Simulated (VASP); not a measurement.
# H2CO in VASP: a series of runs, part 2 of 2

VASP 6.6.1. The steps go on from the part before.

## (4) Single point, PBE

Input file INCAR:

```
ALGO = Normal
EDIFF = 1E-6
ENCUT = 520
GGA = PE
ISIF = 2
ISMEAR = -1
LASPH = T
LCHARG = F
LREAL = Auto
LWAVE = F
NBANDS = 54
NELM = 100
PREC = Accurate
SIGMA = 0.05
```

Input file KPOINTS:

```
k-points
0
Gamma
  1 1 1
```

Input file POSCAR:

```
H2CO
1.0
    7.8068320000      0.0000000000      0.0000000000
    0.0000000000      7.8068320000      0.0000000000
    0.0000000000      0.0000000000      7.8068320000
O C H
6 6 12
Direct
    0.2624111804      0.2469631728      0.5361329666
    0.5070686804      0.7913453242      0.3700348618
   -0.0207638643     -0.0111825130      0.9597491018
    0.5540659771      0.5755983989      0.8762837474
    0.7973400734      0.3830491037      0.4666169325
    0.5291134739      0.0496103925      0.8171816686
    0.2419291205      0.2366388825      0.3864691849
    0.5277300703      0.7717599149      0.2159903018
    0.1181913483      0.0468948224      0.9190411680
    0.5473282889      0.4284196201      0.8411606654
    0.7070601750      0.2677270370      0.4183771343
    0.5990265962     -0.0741914262      0.7457058125
    0.1421191080      0.3237933133      0.3293013094
    0.3029013561      0.1440276927      0.3007493949
    0.5573195376      0.8711087929      0.1138746165
    0.4982943145      0.6344699105      0.1607438203
    0.2267501081     -0.0404645572      0.9145835340
    0.1387118360      0.1810081221      0.8812281345
    0.4983839796      0.3803847707      0.7106083492
    0.6049829175      0.3247540103      0.9070388603
    0.5609317582      0.2887598965      0.4016225788
    0.7558507728      0.1379176598      0.3921821297
    0.5594074523     -0.1256719755      0.6157555331
    0.7031789591     -0.1343054391      0.8219595349
```

Potentials or basis: VASP PAW PBE potentials, release 64 (O, C, H).

Command:

```bash
$ cat potpaw_PBE.64/O/POTCAR potpaw_PBE.64/C/POTCAR potpaw_PBE.64/H/POTCAR > POTCAR
$ mpirun -np 1 vasp_gam > vasp.out
```

OUTCAR:

```text
EDIFF = 1E-6
   ENCUT = 520
   GGA = PE
   ISIF = 2
   ISMEAR = -1
   LASPH = T
   LREAL = Auto
   NELM = 100
   PREC = Accurate

 ion  position               nearest neighbor table
   1  0.262  0.247  0.536-   7 1.18
   2  0.507  0.791  0.370-   8 1.22
   3  0.979  0.989  0.960-   9 1.22
   4  0.554  0.576  0.876-  10 1.18
   5  0.797  0.383  0.467-  11 1.20
   6  0.529  0.050  0.817-  12 1.24
   7  0.242  0.237  0.386-  14 1.09  13 1.13   1 1.18
   8  0.528  0.772  0.216-  15 1.14  16 1.18   2 1.22
   9  0.118  0.047  0.919-  17 1.09  18 1.10   3 1.22
  10  0.547  0.428  0.841-  20 1.06  19 1.15   4 1.18
  11  0.707  0.268  0.418-  22 1.10  21 1.16   5 1.20
  12  0.599  0.926  0.746-  24 1.11  23 1.13   6 1.24
  13  0.142  0.324  0.329-   7 1.13
  14  0.303  0.144  0.301-   7 1.09
  15  0.557  0.871  0.114-   8 1.14
  16  0.498  0.634  0.161-   8 1.18
  17  0.227  0.960  0.915-   9 1.09
  18  0.139  0.181  0.881-   9 1.10
  19  0.498  0.380  0.711-  10 1.15
  20  0.605  0.325  0.907-  10 1.06
  21  0.561  0.289  0.402-  11 1.16
  22  0.756  0.138  0.392-  11 1.10
  23  0.559  0.874  0.616-  12 1.13
  24  0.703  0.866  0.822-  12 1.11

  LATTYP: Found a simple cubic cell.
 ALAT       =     7.8068320000

  Lattice vectors:

 A1 = (   7.8068320000,   0.0000000000,   0.0000000000)
 A2 = (   0.0000000000,   7.8068320000,   0.0000000000)
 A3 = (   0.0000000000,   0.0000000000,   7.8068320000)

Analysis of symmetry for initial positions (statically):
=====================================================================
 Subroutine PRICEL returns:
 Original cell was already a primitive cell.

 Routine SETGRP: Setting up the symmetry group for a
 simple cubic supercell.

 Subroutine GETGRP returns: Found  1 space group operations
 (whereof  1 operations were pure point group operations)
 out of a pool of 48 trial point group operations.

The static configuration has the point symmetry C_1 .

Analysis of symmetry for dynamics (positions and initial velocities):
=====================================================================
 Subroutine PRICEL returns:
 Original cell was already a primitive cell.

 Routine SETGRP: Setting up the symmetry group for a
 simple cubic supercell.

 Subroutine GETGRP returns: Found  1 space group operations
 (whereof  1 operations were pure point group operations)
 out of a pool of 48 trial point group operations.

The dynamic configuration has the point symmetry C_1 .

 Subroutine INISYM returns: Found  1 space group operations
 (whereof  1 operations are pure point group operations),
 and found     1 'primitive' translations

----------------------------------------------------------------------------------------

                                     Primitive cell

  volume of cell :     475.8001

  direct lattice vectors                    reciprocal lattice vectors
     7.806832000  0.000000000  0.000000000     0.128092932  0.000000000  0.000000000
     0.000000000  7.806832000  0.000000000     0.000000000  0.128092932  0.000000000
     0.000000000  0.000000000  7.806832000     0.000000000  0.000000000  0.128092932

  length of vectors
     7.806832000  7.806832000  7.806832000     0.128092932  0.128092932  0.128092932

  position of ions in fractional coordinates (direct lattice)
     0.262411180  0.246963173  0.536132967
     0.507068680  0.791345324  0.370034862
     0.979236136  0.988817487  0.959749102
     0.554065977  0.575598399  0.876283747
     0.797340073  0.383049104  0.466616933
     0.529113474  0.049610392  0.817181669
[... 16 lines left out ...]
     0.559407452  0.874328025  0.615755533
     0.703178959  0.865694561  0.821959535

  ion indices of the primitive-cell ions
   primitive index   ion index
                 1           1
                 2           2
                 3           3
                 4           4
                 5           5
                 6           6
[... 16 lines left out ...]
                23          23
                24          24

----------------------------------------------------------------------------------------

 KPOINTS: k-points

Automatic generation of k-mesh.
 Grid dimensions read from file:
 generate k-points for:    1    1    1

 Generating k-lattice:

  Cartesian coordinates                     Fractional coordinates (reciprocal lattice)
     0.128092932  0.000000000  0.000000000     1.000000000  0.000000000  0.000000000
     0.000000000  0.128092932  0.000000000     0.000000000  1.000000000  0.000000000
     0.000000000  0.000000000  0.128092932     0.000000000  0.000000000  1.000000000

  Length of vectors
     0.128092932  0.128092932  0.128092932

  Shift w.r.t. Gamma in fractional coordinates (k-lattice)
     0.000000000  0.000000000  0.000000000

 Subroutine IBZKPT returns following result:
 ===========================================

 Found      1 irreducible k-points:

 Following reciprocal coordinates:
            Coordinates               Weight
  0.000000  0.000000  0.000000      1.000000
   k-points           NKPTS =      1   k-points in BZ     NKDIM =      1   number of bands    NBANDS=     54
   number of dos      NEDOS =    301   number of ions     NIONS =     24
   total plane-waves  NPLWV = 216000
   dimension x,y,z NGX =    60 NGY =   60 NGZ =   60
   dimension x,y,z NGXF=   120 NGYF=  120 NGZF=  120
   ions per type =               6   6  12
   NGX,Y,Z   is equivalent  to a cutoff of  12.78, 12.78, 12.78 a.u.
   NGXF,Y,Z  is equivalent  to a cutoff of  25.55, 25.55, 25.55 a.u.
 SYSTEM =  unknown system
   PREC   = accura    normal or accurate (medium, high low for compatibility)
   ISTART =      0    job   : 0-new  1-cont  2-samecut
   ICHARG =      2    charge: 1-file 2-atom 10-const
   ISPIN  =      1    spin polarized calculation?
   LNONCOLLINEAR =      F non collinear calculations
   LSORBIT =      F    spin-orbit coupling
   LASPH  =      T    aspherical Exc in radial PAW
   ENCUT  =  520.0 eV  38.22 Ry    6.18 a.u.  14.52 14.52 14.52*2*pi/ulx,y,z
   NELM   =    100;   NELMIN=  2; NELMDL= -5     # of ELM steps
   EDIFF  = 0.1E-05   stopping-criterion for ELM
   LREAL  =      T    real-space projection
   EDIFFG = 0.1E-04   stopping-criterion for IOM
   NSW    =      0    number of steps for IOM
[... 5 lines left out ...]
   TEBEG  =    0.0;   TEEND  =   0.0 temperature during run
   PSTRESS=    0.0 pullay stress
   NELECT =      72.0000    total number of electrons
   NUPDOWN=      -1.0000    fix difference up-down
   EMIN   =  10.00;   EMAX   =-10.00  energy-range for DOS
   EFERMI =   0.00;   METHOD = LEGACY
   ISMEAR =    -1;   SIGMA  =   0.05  broadening in eV -4-tet -1-fermi 0-gaus
   EFERMI_NEDOS =   21; number of points for ismear=-14 and -15
   IALGO  =     38    algorithm
   IMIX   =      4    mixing-type and parameters
     AMIX     =   0.40;   BMIX     =  1.00
     AMIX_MAG =   1.60;   BMIX_MAG =  1.00
  volume/ion in A,a.u.               =      19.83       133.79
  Fermi-wavevector in a.u.,A,eV,Ry     =   0.872390  1.648579 10.354916  0.761065
  Thomas-Fermi vector in A             =   1.991633
   LORBIT       =      0    0 simple, 1 ext, 2 COOP (PROOUT), +10 PAW based schemes
   GGA     = PE    functional components
   LHFCALC =     F    Hartree Fock is set to
   AEXX    =    0.0000 exact exchange contribution
   IVDW    =     0    specifies the selected vdW correction
   LEPSILON=     F    determine dielectric tensor
   LRPA    =     F    only Hartree local field effects (RPA)
 non-spin polarized calculation
  energy-cutoff  :      520.00
  volume of cell :      475.80
 maximum number of plane-waves:      6447
 NGX is ok and might be reduce to    60
   NGX = 29   NGY = 29   NGZ = 29

 number of electron      71.9999999 magnetization

 Free energy of the ion-electron system (eV)
  ---------------------------------------------------
  ext. energy  EPLUGINS =         0.00000000
  ---------------------------------------------------
  free energy    TOTEN  =      -132.79794819 eV

  energy without entropy =     -132.79794819  energy(sigma->0) =     -132.79794819

 E-fermi :  -2.2620     XC(G=0):  -5.0916

 val. band max:       -3.5103068106   @ k =   0.0000   0.0000   0.0000
 cond. band min:      -0.7102516419   @ k =   0.0000   0.0000   0.0000
 fundamental gap:      2.8000551687
 Fermi energy:        -2.2619735587

 k-point     1 :       0.0000    0.0000    0.0000
  band No.  band energies     occupation
      1     -25.0829      2.00000
      2     -24.8984      2.00000
      3     -24.7043      2.00000
      4     -24.4576      2.00000
      5     -24.3902      2.00000
      6     -23.8152      2.00000
[... 40 lines left out ...]
     47       3.2025      0.00000
     48       3.4025      0.00000
 [bands above 48 left out]

------------------------ aborting loop because EDIFF is reached ----------------------------------------

  FORCE on cell =-STRESS in cart. coord.  units (eV):
  Direction    XX          YY          ZZ          XY          YZ          ZX
  --------------------------------------------------------------------------------------
  -------------------------------------------------------------------------------------
  Total        1.3174655      3.5516598      2.5001008     -0.9339482      0.0994663      1.3856536
  in kB        4.4363452     11.9596218      8.4186722     -3.1449148      0.3349363      4.6659571
  external PRESSURE =       8.2715464 kB  Pullay stress =       0.0000000 kB

 VOLUME and BASIS-vectors are now :
 -----------------------------------------------------------------------------
  energy-cutoff  :      520.00
  volume of cell :      475.80
      direct lattice vectors                 reciprocal lattice vectors
     7.806832000  0.000000000  0.000000000     0.128092932  0.000000000  0.000000000
     0.000000000  7.806832000  0.000000000     0.000000000  0.128092932  0.000000000
     0.000000000  0.000000000  7.806832000     0.000000000  0.000000000  0.128092932

 POSITION                                       TOTAL-FORCE (eV/Angst)
 -----------------------------------------------------------------------------------
      2.04860      1.92800      4.18550         0.965444     -0.224939      3.088251
      3.95860      6.17790      2.88880         0.362578      0.754173     -0.648173
      7.64473      7.71953      7.49260        -0.460446      0.292112      0.133880
      4.32550      4.49360      6.84100        -0.093636      2.973253      1.188591
      6.22470      2.99040      3.64280         0.748431      0.601967      0.206119
      4.13070      0.38730      6.37960         0.018612     -0.775859     -0.773210
[... 16 lines left out ...]
      4.36720      6.82573      4.80710         0.276698      0.380240      0.736823
      5.48960      6.75833      6.41690         0.113841     -0.362962     -0.603490
 -----------------------------------------------------------------------------------
    total drift:                               -0.021705      0.007160      0.005822

  FREE ENERGIE OF THE ION-ELECTRON SYSTEM (eV)
  ---------------------------------------------------
  free  energy   TOTEN  =      -132.7979481884 eV

  energy  without entropy=     -132.7979481884  energy(sigma->0) =     -132.79794819
```

Wall time 52 s (1 thread of Intel Xeon Platinum 8259CL at 2.50GHz (Skylake/Cascade Lake), shared host); peak memory 0.46 GiB.

What came out:

```
Free energy   : -132.7979 eV
Pressure      : 0.8 GPa
Largest force : 4.352 eV/Å
```

Forces on the atoms (eV/Å):
```
O    0.965 -0.225  3.088
O    0.363  0.754 -0.648
O   -0.460  0.292  0.134
O   -0.094  2.973  1.189
O    0.748  0.602  0.206
O    0.019 -0.776 -0.773
C   -2.013  0.923 -2.364
C   -1.101 -2.068 -0.509
C   -0.435 -0.506 -0.020
C   -0.388 -2.235 -3.714
C   -1.782  0.011 -0.165
C   -0.284  0.663  0.889
H    0.241 -0.192 -0.435
H    0.573 -0.494 -0.294
H    0.120 -0.129  0.831
H    0.569  1.493  0.305
H    0.861 -0.156 -0.084
H    0.021  0.395 -0.060
H   -0.195  0.480  0.780
H    0.661 -1.170  1.617
H    1.102 -0.280  0.025
H    0.119 -0.373 -0.131
H    0.277  0.380  0.737
H    0.114 -0.363 -0.603
```

Levels at points of the mesh, in eV from the Fermi level:
```tsv
k point	band 33	band 34	band 35	band 36	band 37	band 38	band 39	band 40
(0.00, 0.00, 0.00)	-1.81	-1.72	-1.61	-1.25	1.55	1.67	1.75	1.88
```

Caveat: the k points lie up to 0.80 Å⁻¹ apart, too coarse for converged energies, forces and pressures; the atoms stand as in a frame of molecular dynamics.

## (5) Single point, PBE

Input file INCAR:

```
ALGO = Normal
EDIFF = 1E-7
ENCUT = 520
GGA = PE
ISIF = 2
ISMEAR = -1
LASPH = True
LCHARG = False
LREAL = Auto
LWAVE = False
NBANDS = 54
NELM = 100
PREC = Accurate
SIGMA = 0.05
```

KPOINTS is that of step 4.

Input file POSCAR:

```
H2CO
1.0
    7.8068320000      0.0000000000      0.0000000000
    0.0000000000      7.8068320000      0.0000000000
    0.0000000000      0.0000000000      7.8068320000
O C H
6 6 12
Direct
    0.2922568335      0.1499327768      0.5039816407
    0.5298051758      0.8528299315      0.3647958609
   -0.0021775798     -0.0179202012      1.0386159200
    0.5681818182      0.5655431038      0.8779361462
    0.8237528360      0.4024039457      0.4106659398
    0.5212998051      0.0073781529      0.8292480228
    0.2112508633      0.1349202852      0.3731090921
    0.5046221054      0.7310775997      0.2699430448
    0.0999893427     -0.0037659322      0.9216926917
    0.6542730777      0.4330693936      0.8599903264
    0.7447835434      0.2713392577      0.3893256573
    0.6233898718     -0.0852586555      0.7474094485
    0.1003608122      0.0556179510      0.3595056228
    0.2609509209      0.1923955838      0.2482697207
    0.5585108018      0.7119917529      0.1489464613
    0.4125489059      0.6338294458      0.3152495148
    0.2365364081      0.0408744546      0.9299290673
    0.0576546287     -0.0007429390      0.7881942381
    0.7875153455      0.4364894749      0.7921138818
    0.5890737754      0.3049892709      0.8844688857
    0.6714631492      0.2217929116      0.2770009653
    0.7429261959      0.1607566296      0.4915438170
    0.5981299457     -0.1278239368      0.6195086560
    0.7466152724     -0.1233150656      0.7936766156
```

Command:

```bash
$ cat potpaw_PBE.64/O/POTCAR potpaw_PBE.64/C/POTCAR potpaw_PBE.64/H/POTCAR > POTCAR
$ mpirun -np 1 vasp_gam > vasp.out
```

Run time: 57 s. Hardware: 1 thread of Intel Xeon Platinum 8259CL at 2.50GHz (Skylake/Cascade Lake), shared host; peak memory 0.44 GiB.

It converged, with:

```
Free energy   : -132.8910 eV
Pressure      : 0.0 GPa
Largest force : 2.898 eV/Å
```

Forces in eV/Å, atoms in the order of the input:
```
O    0.078  0.260  0.824
O    0.443  0.357 -0.416
O    0.208 -0.380  0.370
O    1.128 -1.067  0.069
O   -0.085  0.564 -0.357
O    1.330 -1.059 -0.667
C    1.487  0.542 -1.295
C   -1.364  0.167  2.325
C    0.273  1.498 -0.251
C   -0.802  0.743 -1.145
C   -0.153 -2.590  1.293
C   -1.749  1.540  1.131
H   -1.264 -0.651  0.021
H   -0.347 -0.043  0.453
H    1.138 -0.030 -2.011
H   -0.186 -0.504 -0.125
H   -0.106 -0.568  0.561
H   -0.332 -0.544 -0.746
H   -1.069 -0.109  0.893
H    0.725  0.388  0.087
H    0.059  0.846 -0.422
H    0.099  1.116 -0.522
H   -0.645 -0.292 -1.062
H    1.133 -0.186  0.992
```

Stress tensor (GPa, compression positive):
```
-0.30  0.56  1.14
 0.56 -0.93  0.21
 1.14  0.21  1.28
```

Levels at points of the mesh, in eV from the Fermi level:
```
           k point  band 34  band 35  band 36  band 37  band 38  band 39
(0.00, 0.00, 0.00)    -1.61    -1.43    -1.19     1.57     1.78     1.91
```

Caveat: the k points lie up to 0.80 Å⁻¹ apart, too coarse for converged energies, forces and pressures; the atoms stand as in a frame of molecular dynamics.

## (6) Summary

| cell | pressure (GPa) | largest force (eV/Å) |
| --- | --- | --- |
| as given, atomic positions A | -0.2 | 3.31 |
| as given, atomic positions B | 1.1 | 4.28 |
| as given, atomic positions C | 0.8 | 4.35 |
| as given, atomic positions D | 0.0 | 2.90 |

Alike in all rows: task single point; level PBE; potentials or basis VASP PAW PBE potentials, release 64 (O, C, H); no spin polarisation; k mesh 1 × 1 × 1; cutoff (eV) 520; smearing fermi-dirac 0.05 eV.

Caveats: all runs use coarse meshes; the atoms stand as in a frame of molecular dynamics (at least some runs).

Total energies depend on the potentials used, so only differences within one code and one set of settings carry meaning.
